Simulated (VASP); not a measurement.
# Ga2BAs3: single point with r2SCAN

Crystal: Ga2BAs3.

```
B Ga As
1.0
     3.80894    0.00000    0.00000
    -1.90447    3.29864    0.00000
     0.00000    0.00000    9.41353
B Ga As
1 2 3
Direct
  0.00000 0.00000 0.00612
  0.66667 0.33333 0.67763
  0.33333 0.66667 0.32272
  0.66667 0.33333 0.93744
  0.33333 0.66667 0.58041
  0.00000 0.00000 0.22568
```

```yaml
Program: VASP 6.6.1
Task: single point
Functional: r2SCAN
Potentials_or_basis: VASP PAW PBE potentials, release 64 (B, Ga_d, As)
Cutoff: 520 eV
k_mesh: 12 × 12 × 4
Occupations: fermi-dirac, width 0.02 eV
Spin: no spin polarisation
Dipole_correction: no
Further_INCAR_settings: ALGO = Normal; EDIFF = 1e-06; NBANDS = 31
```

- Pressure: 0.1 GPa
- Largest force: 0.018 eV/Å
- Band gap on the k mesh: 0.34 eV, direct

Forces in eV/Å, atoms in the order of the input:
```
B    0.000  0.000 -0.018
Ga   0.000  0.000  0.006
Ga   0.000  0.000 -0.005
As   0.000  0.000  0.004
As   0.000  0.000  0.002
As   0.000  0.000  0.010
```

Levels at points of the mesh, in eV from the valence-band top:
```tsv
k point	band 20	band 21	band 22	band 23	band 24	band 25
(0.00, 0.00, 0.00)	-0.58	0.00	0.00	0.34	1.83	2.39
(0.50, 0.00, 0.00)	-3.20	-2.19	-1.85	1.13	1.38	2.43
(0.00, 0.00, 0.50)	-0.60	-0.33	-0.33	0.42	2.40	2.88
(0.50, 0.00, 0.50)	-2.60	-1.81	-1.43	0.95	1.57	2.31
```

Run time: 13 min on 1 thread of Intel Xeon 6975P-C, on a shared host, peak memory 0.4 GiB.

Caveat: the PAW data sets were made with another functional, which shifts forces and pressure a little. A k mesh can miss the band edges.
